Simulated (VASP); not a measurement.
A run of VASP 6.6.1 is set up as follows.

File INCAR:

```
PREC = Accurate ; ENCUT = 520
EDIFF = 1E-7 ; ISMEAR = 0
SIGMA = 0.15 ; LREAL = False
LASPH = True ; NELM = 60
ALGO = Normal ; ISIF = 2
LWAVE = False ; LCHARG = False
GGA = PS ; NBANDS = 32
```

File KPOINTS:

```
Automatic mesh
0
Gamma
  12 12 12
```

POSCAR

```
Sn3Se
1.0
    0.0000000000      3.6581854746      3.6581854746
    3.6581854746      0.0000000000      3.6581854746
    3.6581854746      3.6581854746      0.0000000000
Sn Se
3 1
Direct
    0.2500000000      0.2500000000      0.2500000000
    0.7500000000      0.7500000000      0.7500000000
    0.5068339892      0.5068339892      0.4931660108
    0.0000000000      0.0000000000      0.0000000000
```

Potentials or basis: VASP PAW PBE potentials, release 64 (Sn_d, Se).

Launch:

```console
$ cat potpaw_PBE.64/Sn_d/POTCAR potpaw_PBE.64/Se/POTCAR > POTCAR
$ mpirun -np 1 vasp_std > vasp.out
```

Problem. What does it give for the largest force?

Solution. 0.154 eV/Å.

Problem. Estimate the pressure.

Solution. 0.1 GPa.

Forces on the atoms (eV/Å):
```
Sn   0.000  0.000  0.045
Sn   0.000  0.000  0.045
Sn   0.000  0.000 -0.154
Se   0.000  0.000  0.064
```

Caveat: the cell differs from its parent crystal (atom 3 (Sn) moved +0.050 Å along Cartesian [0 0 1]); the PAW data sets were made with another functional, which shifts forces and pressure a little.
